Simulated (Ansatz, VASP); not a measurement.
## One calculation of GaP, two programs

Contents of INCAR:

```
SYSTEM = GaP
  PREC = Accurate
  ENCUT = 520
  EDIFF = 1E-6
  ISMEAR = -1
  SIGMA = 0.05
  LREAL = .FALSE.
  LASPH = .TRUE.
  NELM = 60
  ALGO = Normal
  ISIF = 2
  LWAVE = .FALSE.
  LCHARG = .TRUE.
  GGA = PE
  LELF = .TRUE.
  LVHAR = .TRUE.
  NBANDS = 16
```

File KPOINTS:

```
Automatic mesh
0
G
  10 10 10
  0 0 0
```

File POSCAR:

```
GaP
1.0
    0.0000000000      2.7786998443      2.7786998443
    2.7786998443      0.0000000000      2.7786998443
    2.7786998443      2.7786998443      0.0000000000
Ga P
1 1
Direct
    0.0000000000      0.0000000000      0.0000000000
    0.7500000000      0.7500000000      0.7500000000
```

Input for Ansatz:

```yaml
crystal:
  lattice:
    - [0.0, 2.7786998443, 2.7786998443]
    - [2.7786998443, 0.0, 2.7786998443]
    - [2.7786998443, 2.7786998443, 0.0]
  atoms:
    - { symbol: Ga, position: [0.0, 0.0, 0.0] }
    - { symbol: P, position: [0.75, 0.75, 0.75] }
kpoints:
  mp_grid: { grid: [10, 10, 10] }
  band_path:
    path:
      - [0.0, 0.0, 0.0]
      - [-0.5, -0.5, 0.0]
      - [-0.375, -0.375, 0.25]
      - [-0.375, 0.0, 0.375]
      - [0.0, 0.0, 0.0]
      - [0.0, 0.0, 0.5]
      - [-0.5, -0.25, 0.25]
      - [-0.5, -0.5, 0.0]
    npoints: 5
scf:
  occupations: { method: fermi_dirac, width: 0.05 }
hamiltonian:
  xc: pbe
  pseudopotentials: { kind: all_electron, lapw: { basis_error: 0.0005 } }
output:
  forces: true
  stress: true
  eigenvalues: true
```

Change from the starting cell: volume scaled by 1.06.

Alike in both runs: task single point; functional PBE; k mesh 10 × 10 × 10; occupations fermi-dirac, width 0.05 eV; no spin polarisation.

|  | VASP | Ansatz |
| --- | --- | --- |
| version | VASP 6.6.1 | Ansatz 0.2.0 |
| potentials or method | VASP PAW PBE potentials, release 64 (Ga_d, P), cutoff 520 eV | all-electron LAPW, scalar-relativistic |

Ansatz gave:

* pressure (GPa): -2.0

**Question.** What did VASP give for the same quantities?

**Answer.** Pressure (GPa): -2.1.

Ansatz ran all-electron here, and VASP with PAW potentials.
